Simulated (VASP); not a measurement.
Set up this calculation in VASP 6.6.1, as the native input.

```yaml
Task: single point
Functional: PBE
Potentials_or_basis: VASP PAW PBE potentials, release 64 (Si, C)
Cutoff: 600 eV
k_mesh: 10 × 10 × 10
Occupations: gaussian, width 0.01 eV
Spin: no spin polarisation
Dipole_correction: no
Further_INCAR_settings: ALGO = Normal; EDIFF = 1e-06; NBANDS = 11
```

The structure of SiC (zinc blende) lies in POSCAR:

```
SiC
1.0
    0.0000000000      2.1800000000      2.1800000000
    2.1800000000      0.0000000000      2.1800000000
    2.1800000000      2.1800000000      0.0000000000
Si C
1 1
Direct
    0.0000000000      0.0000000000      0.0000000000
    0.2500000000      0.2500000000      0.2500000000
```

One way to write it, as run:

INCAR

```
PREC = Accurate
ENCUT = 600
EDIFF = 1E-6
ISMEAR = 0
SIGMA = 0.01
LREAL = F
LASPH = T
NELM = 120
ALGO = Normal
ISIF = 2
LWAVE = F
LCHARG = T
GGA = PE
LELF = T
LVHAR = T
NBANDS = 11
GGA_COMPAT = F
```

KPOINTS

```
Automatic mesh
0
Gamma
  10 10 10
```

Potentials or basis: VASP PAW PBE potentials, release 64 (Si, C).

Run with:

```console
$ cat potpaw_PBE.64/Si/POTCAR potpaw_PBE.64/C/POTCAR > POTCAR
$ mpirun -np 1 vasp_std > vasp.out
```

It gave:

| Property | Result |
| --- | --- |
| Pressure | 2.8 GPa |
| Band gap on the k mesh | 1.36 eV, indirect (least direct gap 4.54 eV) |

Wall time 24 s on 1 thread of Intel Xeon 8259CL (shared host), peak memory 0.15 GiB.
